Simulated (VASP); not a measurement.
# Cu3N (Pm-3m) in VASP: notebook

Cu3N is run at these levels: PBEsol; tasks: single point.

Everything below comes from runs of VASP 6.6.1. Logs are shortened: lines on timing, memory, paths and dates and some standing lists are left out, and cuts for length are marked.

## Step 1: The cell of the first run

The structure is cubic, space group Pm-3m (No. 221). Conventional cell: a = 3.756 Å, b = 3.756 Å, c = 3.756 Å, α = 90.00°, β = 90.00°, γ = 90.00°. Within 2.5 Å of Cu (site symmetry 4/mmm) lie 2 N at 1.88 Å. N (site symmetry m-3m) has 6 Cu at 1.88 Å within 2.5 Å.

## Step 2: Single point, PBEsol

INCAR

```
PREC = Accurate
ENCUT = 600
EDIFF = 1E-6
ISMEAR = -1
SIGMA = 0.05
LREAL = False
LASPH = True
NELM = 120
ALGO = Normal
ISIF = 2
LWAVE = False
LCHARG = True
GGA = PS
LELF = True
LVHAR = True
NBANDS = 27
GGA_COMPAT = False
```

KPOINTS

```
regular mesh
0
Gamma
  5 5 5
```

POSCAR

```
Cu3N
1.0
    3.7555477468      0.0000000000      0.0000000000
    0.0000000000      3.7555477468      0.0000000000
    0.0000000000      0.0000000000      3.7555477468
Cu N
3 1
Direct
    0.5000000000      0.0000000000      0.0000000000
    0.0000000000      0.5000000000      0.0000000000
    0.0000000000      0.0000000000      0.5000000000
    0.0000000000      0.0000000000      0.0000000000
```

Potentials or basis: VASP PAW PBE potentials, release 64 (Cu, N).

Launch:

```
$ cat potpaw_PBE.64/Cu/POTCAR potpaw_PBE.64/N/POTCAR > POTCAR
$ mpirun -np 1 vasp_std > vasp.out
```

OUTCAR:

```text
PREC = Accurate
   ENCUT = 600
   EDIFF = 1E-6
   ISMEAR = -1
   LREAL = False
   LASPH = True
   NELM = 120
   ISIF = 2
   GGA = PS

 ion  position               nearest neighbor table
   1  0.500  0.000  0.000-   4 1.88   4 1.88   2 2.66   3 2.66   2 2.66   2 2.66   3 2.66   3 2.66
                             3 2.66   2 2.66
   2  0.000  0.500  0.000-   4 1.88   4 1.88   1 2.66   3 2.66   1 2.66   3 2.66   3 2.66   3 2.66
                             1 2.66   1 2.66
   3  0.000  0.000  0.500-   4 1.88   4 1.88   1 2.66   1 2.66   2 2.66   2 2.66   2 2.66   2 2.66
                             1 2.66   1 2.66
   4  0.000  0.000  0.000-   1 1.88   2 1.88   3 1.88   3 1.88   2 1.88   1 1.88

  LATTYP: Found a simple cubic cell.
 ALAT       =     3.7555477468

  Lattice vectors:

 A1 = (   3.7555477468,   0.0000000000,   0.0000000000)
 A2 = (   0.0000000000,   3.7555477468,   0.0000000000)
 A3 = (   0.0000000000,   0.0000000000,   3.7555477468)

Analysis of symmetry for initial positions (statically):
=====================================================================
 Subroutine PRICEL returns:
 Original cell was already a primitive cell.

 Routine SETGRP: Setting up the symmetry group for a
 simple cubic supercell.

 Subroutine GETGRP returns: Found 48 space group operations
 (whereof 48 operations were pure point group operations)
 out of a pool of 48 trial point group operations.

The static configuration has the point symmetry O_h .

Analysis of symmetry for dynamics (positions and initial velocities):
=====================================================================
 Subroutine PRICEL returns:
 Original cell was already a primitive cell.

 Routine SETGRP: Setting up the symmetry group for a
 simple cubic supercell.

 Subroutine GETGRP returns: Found 48 space group operations
 (whereof 48 operations were pure point group operations)
 out of a pool of 48 trial point group operations.

The dynamic configuration has the point symmetry O_h .

 Subroutine INISYM returns: Found 48 space group operations
 (whereof 48 operations are pure point group operations),
 and found     1 'primitive' translations

----------------------------------------------------------------------------------------

                                     Primitive cell

  volume of cell :      52.9688

  direct lattice vectors                    reciprocal lattice vectors
     3.755547747  0.000000000  0.000000000     0.266272743  0.000000000  0.000000000
     0.000000000  3.755547747  0.000000000     0.000000000  0.266272743  0.000000000
     0.000000000  0.000000000  3.755547747     0.000000000  0.000000000  0.266272743

  length of vectors
     3.755547747  3.755547747  3.755547747     0.266272743  0.266272743  0.266272743

  position of ions in fractional coordinates (direct lattice)
     0.500000000  0.000000000  0.000000000
     0.000000000  0.500000000  0.000000000
     0.000000000  0.000000000  0.500000000
     0.000000000  0.000000000  0.000000000

  ion indices of the primitive-cell ions
   primitive index   ion index
                 1           1
                 2           2
                 3           3
                 4           4

----------------------------------------------------------------------------------------

 KPOINTS: regular mesh

Automatic generation of k-mesh.
 Grid dimensions read from file:
 generate k-points for:    5    5    5

 Generating k-lattice:

  Cartesian coordinates                     Fractional coordinates (reciprocal lattice)
     0.053254549  0.000000000  0.000000000     0.200000000  0.000000000  0.000000000
     0.000000000  0.053254549  0.000000000     0.000000000  0.200000000  0.000000000
     0.000000000  0.000000000  0.053254549     0.000000000  0.000000000  0.200000000

  Length of vectors
     0.053254549  0.053254549  0.053254549

  Shift w.r.t. Gamma in fractional coordinates (k-lattice)
     0.000000000  0.000000000  0.000000000

 Subroutine IBZKPT returns following result:
 ===========================================

 Found     10 irreducible k-points:

 Following reciprocal coordinates:
            Coordinates               Weight
  0.000000  0.000000  0.000000      1.000000
  0.200000  0.000000  0.000000      6.000000
  0.400000  0.000000  0.000000      6.000000
  0.200000  0.200000  0.000000     12.000000
  0.400000  0.200000  0.000000     24.000000
  0.400000  0.400000  0.000000     12.000000
  0.200000  0.200000  0.200000      8.000000
  0.400000  0.200000  0.200000     24.000000
  0.400000  0.400000  0.200000     24.000000
  0.400000  0.400000  0.400000      8.000000
   k-points           NKPTS =     10   k-points in BZ     NKDIM =     10   number of bands    NBANDS=     27
   number of dos      NEDOS =    301   number of ions     NIONS =      4
   total plane-waves  NPLWV =  27000
   dimension x,y,z NGX =    30 NGY =   30 NGZ =   30
   dimension x,y,z NGXF=    60 NGYF=   60 NGZF=   60
   ions per type =               3   1
   NGX,Y,Z   is equivalent  to a cutoff of  13.28, 13.28, 13.28 a.u.
   NGXF,Y,Z  is equivalent  to a cutoff of  26.56, 26.56, 26.56 a.u.
 SYSTEM =  unknown system
   PREC   = accura    normal or accurate (medium, high low for compatibility)
   ISTART =      0    job   : 0-new  1-cont  2-samecut
   ICHARG =      2    charge: 1-file 2-atom 10-const
   ISPIN  =      1    spin polarized calculation?
   LNONCOLLINEAR =      F non collinear calculations
   LSORBIT =      F    spin-orbit coupling
   LASPH  =      T    aspherical Exc in radial PAW
   ENCUT  =  600.0 eV  44.10 Ry    6.64 a.u.   7.50  7.50  7.50*2*pi/ulx,y,z
   NELM   =    120;   NELMIN=  2; NELMDL= -5     # of ELM steps
   EDIFF  = 0.1E-05   stopping-criterion for ELM
   LREAL  =      F    real-space projection
   EDIFFG = 0.1E-04   stopping-criterion for IOM
   NSW    =      0    number of steps for IOM
   IBRION =     -1    ionic relax: 0-MD 1-quasi-New 2-CG
   NFREE  =      0    steps in history (QN), initial steepest desc. (CG)
   ISIF   =      2    stress and relaxation
   ISYM   =      2    0-nonsym 1-usesym 2-fastsym
   POTIM  = 0.5000    time-step for ionic-motion
   TEBEG  =    0.0;   TEEND  =   0.0 temperature during run
   PSTRESS=    0.0 pullay stress
   NELECT =      38.0000    total number of electrons
   NUPDOWN=      -1.0000    fix difference up-down
   EMIN   =  10.00;   EMAX   =-10.00  energy-range for DOS
   EFERMI =   0.00;   METHOD = LEGACY
   ISMEAR =    -1;   SIGMA  =   0.05  broadening in eV -4-tet -1-fermi 0-gaus
   EFERMI_NEDOS =   21; number of points for ismear=-14 and -15
   IALGO  =     38    algorithm
   IMIX   =      4    mixing-type and parameters
     AMIX     =   0.40;   BMIX     =  1.00
     AMIX_MAG =   1.60;   BMIX_MAG =  1.00
  volume/ion in A,a.u.               =      13.24        89.36
  Fermi-wavevector in a.u.,A,eV,Ry     =   1.465535  2.769459 29.222480  2.147792
  Thomas-Fermi vector in A             =   2.581380
   LORBIT       =      0    0 simple, 1 ext, 2 COOP (PROOUT), +10 PAW based schemes
   GGA     = PS    functional components
   LHFCALC =     F    Hartree Fock is set to
   AEXX    =    0.0000 exact exchange contribution
   IVDW    =     0    specifies the selected vdW correction
   LEPSILON=     F    determine dielectric tensor
   LRPA    =     F    only Hartree local field effects (RPA)
 non-spin polarized calculation
  energy-cutoff  :      600.00
  volume of cell :       52.97
 maximum number of plane-waves:      1791
 NGX is ok and might be reduce to    30
   NGX = 15   NGY = 15   NGZ = 15

 number of electron      38.0000049 magnetization

 Free energy of the ion-electron system (eV)
  ---------------------------------------------------
  ext. energy  EPLUGINS =         0.00000000
  ---------------------------------------------------
  free energy    TOTEN  =       -20.45704375 eV

  energy without entropy =      -20.45704346  energy(sigma->0) =      -20.45704361

 E-fermi :   5.5640     XC(G=0): -11.2436

 val. band max:        4.8501816590   @ k =   0.4000   0.4000   0.4000
 cond. band min:       6.2567068101   @ k =   0.4000   0.4000   0.0000
 fundamental gap:      1.4065251510
 Fermi energy:         5.5640039004

 k-point     1 :       0.0000    0.0000    0.0000
  band No.  band energies     occupation
      1     -11.9962      2.00000
      2      -0.3200      2.00000
      3       0.1667      2.00000
      4       0.1667      2.00000
      5       0.1667      2.00000
      6       1.1057      2.00000
[... 19 lines left out ...]
     26      17.7696      0.00000
     27      17.7697      0.00000

 k-point     2 :       0.2000    0.0000    0.0000
  band No.  band energies     occupation
      1     -11.8463      2.00000
      2      -1.1711      2.00000
      3      -0.1899      2.00000
      4      -0.1899      2.00000
      5       0.1315      2.00000
      6       1.1470      2.00000
[... 19 lines left out ...]
     26      15.8953      0.00000
     27      16.3490      0.00000

 k-point     3 :       0.4000    0.0000    0.0000
  band No.  band energies     occupation
      1     -11.5795      2.00000
      2      -2.4707      2.00000
      3      -0.5433      2.00000
      4      -0.5433      2.00000
      5       0.8559      2.00000
      6       1.2192      2.00000
[... 19 lines left out ...]
     26      14.8901      0.00000
     27      14.8901      0.00000

 k-point     4 :       0.2000    0.2000    0.0000
  band No.  band energies     occupation
      1     -11.6953      2.00000
      2      -1.2930      2.00000
      3      -1.2497      2.00000
      4      -0.4539      2.00000
      5       0.4435      2.00000
      6       1.3431      2.00000
[... 19 lines left out ...]
     26      15.2694      0.00000
     27      15.5806      0.00000

 k-point     5 :       0.4000    0.2000    0.0000
  band No.  band energies     occupation
      1     -11.4264      2.00000
      2      -2.5188      2.00000
      3      -1.4361      2.00000
      4      -0.7569      2.00000
      5       1.1119      2.00000
      6       1.4890      2.00000
[... 19 lines left out ...]
     26      14.4708      0.00000
     27      16.2095      0.00000

 k-point     6 :       0.4000    0.4000    0.0000
  band No.  band energies     occupation
      1     -11.1523      2.00000
      2      -2.6015      2.00000
      3      -2.5912      2.00000
      4      -1.0216      2.00000
      5       1.6300      2.00000
      6       1.8717      2.00000
[... 19 lines left out ...]
     26      15.8794      0.00000
     27      17.5689      0.00000

 k-point     7 :       0.2000    0.2000    0.2000
  band No.  band energies     occupation
      1     -11.5432      2.00000
      2      -1.3940      2.00000
      3      -1.3940      2.00000
      4      -1.3794      2.00000
      5       0.7135      2.00000
      6       1.5610      2.00000
[... 19 lines left out ...]
     26      15.9971      0.00000
     27      15.9971      0.00000

 k-point     8 :       0.4000    0.2000    0.2000
  band No.  band energies     occupation
      1     -11.2715      2.00000
      2      -2.5760      2.00000
      3      -1.5915      2.00000
      4      -1.5288      2.00000
      5       1.3280      2.00000
      6       1.6485      2.00000
[... 19 lines left out ...]
     26      16.3100      0.00000
     27      16.9781      0.00000

 k-point     9 :       0.4000    0.4000    0.2000
  band No.  band energies     occupation
      1     -10.9939      2.00000
      2      -2.6732      2.00000
      3      -2.6577      2.00000
      4      -1.7343      2.00000
      5       1.6388      2.00000
      6       1.8140      2.00000
[... 19 lines left out ...]
     26      14.3660      0.00000
     27      18.3871      0.00000

 k-point    10 :       0.4000    0.4000    0.4000
  band No.  band energies     occupation
      1     -10.7085      2.00000
      2      -2.7819      2.00000
      3      -2.7819      2.00000
      4      -2.7450      2.00000
      5       1.4736      2.00000
      6       1.9610      2.00000
[... 19 lines left out ...]
     26      13.2451      0.00000
     27      17.6212      0.00000

------------------------ aborting loop because EDIFF is reached ----------------------------------------

  FORCE on cell =-STRESS in cart. coord.  units (eV):
  Direction    XX          YY          ZZ          XY          YZ          ZX
  --------------------------------------------------------------------------------------
  -------------------------------------------------------------------------------------
  Total        0.5200493      0.5200493      0.5200493     -0.0000000     -0.0000000      0.0000000
  in kB       15.7302344     15.7302344     15.7302344     -0.0000000     -0.0000000      0.0000000
  external PRESSURE =      15.7302344 kB  Pullay stress =       0.0000000 kB

 VOLUME and BASIS-vectors are now :
 -----------------------------------------------------------------------------
  energy-cutoff  :      600.00
  volume of cell :       52.97
      direct lattice vectors                 reciprocal lattice vectors
     3.755547747  0.000000000  0.000000000     0.266272743  0.000000000  0.000000000
     0.000000000  3.755547747  0.000000000     0.000000000  0.266272743  0.000000000
     0.000000000  0.000000000  3.755547747     0.000000000  0.000000000  0.266272743

 POSITION                                       TOTAL-FORCE (eV/Angst)
 -----------------------------------------------------------------------------------
      1.87777      0.00000      0.00000         0.000000      0.000000      0.000000
      0.00000      1.87777      0.00000         0.000000      0.000000      0.000000
      0.00000      0.00000      1.87777         0.000000      0.000000      0.000000
      0.00000      0.00000      0.00000         0.000000      0.000000      0.000000
 -----------------------------------------------------------------------------------
    total drift:                                0.000000      0.000000      0.000000

  FREE ENERGIE OF THE ION-ELECTRON SYSTEM (eV)
  ---------------------------------------------------
  free  energy   TOTEN  =       -20.4570437514 eV

  energy  without entropy=      -20.4570434593  energy(sigma->0) =      -20.45704361
```

It took 36 s on 1 thread of Intel Xeon 8259CL, shared host; peak memory 0.17 GiB.

Results:

- Free energy: -20.4570 eV
- Pressure: 1.6 GPa
- Band gap on the k mesh: 1.41 eV (least direct gap 1.73 eV)

Caveat: the PAW data sets were made with another functional, which shifts forces and pressure a little; an odd mesh through Γ misses points on the zone boundary, where band edges can lie.

## Step 3: Single point, PBEsol

This run uses another cell than the first one, of 13.52 Å³/atom.

INCAR

```
PREC = Accurate ; ENCUT = 600
EDIFF = 1E-6 ; ISMEAR = -1
SIGMA = 0.05 ; LREAL = False
LASPH = True ; NELM = 120
ALGO = Normal ; ISIF = 2
LWAVE = False ; LCHARG = False
GGA = PS ; NBANDS = 27
GGA_COMPAT = False
```

KPOINTS

```
Automatic mesh
0
Gamma
  5 5 5
```

POSCAR

```
Cu3N
1.0
    3.7814488946      0.0000000000      0.0000000000
    0.0000000000      3.7814488946      0.0000000000
    0.0000000000      0.0000000000      3.7814488946
Cu N
3 1
Direct
    0.5000000000      0.0000000000      0.0000000000
    0.0000000000      0.5000000000      0.0000000000
    0.0000000000      0.0000000000      0.5000000000
    0.0000000000      0.0000000000      0.0000000000
```

Potentials or basis: VASP PAW PBE potentials, release 64 (Cu, N).

Launch:

```
$ cat potpaw_PBE.64/Cu/POTCAR potpaw_PBE.64/N/POTCAR > POTCAR
$ mpirun -np 1 vasp_std > vasp.out
```

Wall time 29 s (1 thread of Intel Xeon 8259CL, shared host); peak memory 0.17 GiB.

The run converged. Its results:

| Item | Value |
| --- | --- |
| Free energy | -20.4581 eV |
| Pressure | -1.2 GPa |
| Band gap on the k mesh | 1.43 eV (least direct gap 1.75 eV) |

Levels at points of the mesh, in eV from the valence-band top:
| k point | band 16 | band 17 | band 18 | band 19 | band 20 | band 21 | band 22 | band 23 |
| --- | --- | --- | --- | --- | --- | --- | --- | --- |
| (0.00, 0.00, 0.00) | -1.50 | -1.50 | -1.50 | -1.45 | 1.44 | 5.75 | 5.75 | 7.00 |

Caveat: the PAW data sets were made with another functional, which shifts forces and pressure a little; an odd mesh through Γ misses points on the zone boundary, where band edges can lie.

(Part 1 of 3 ends here.)
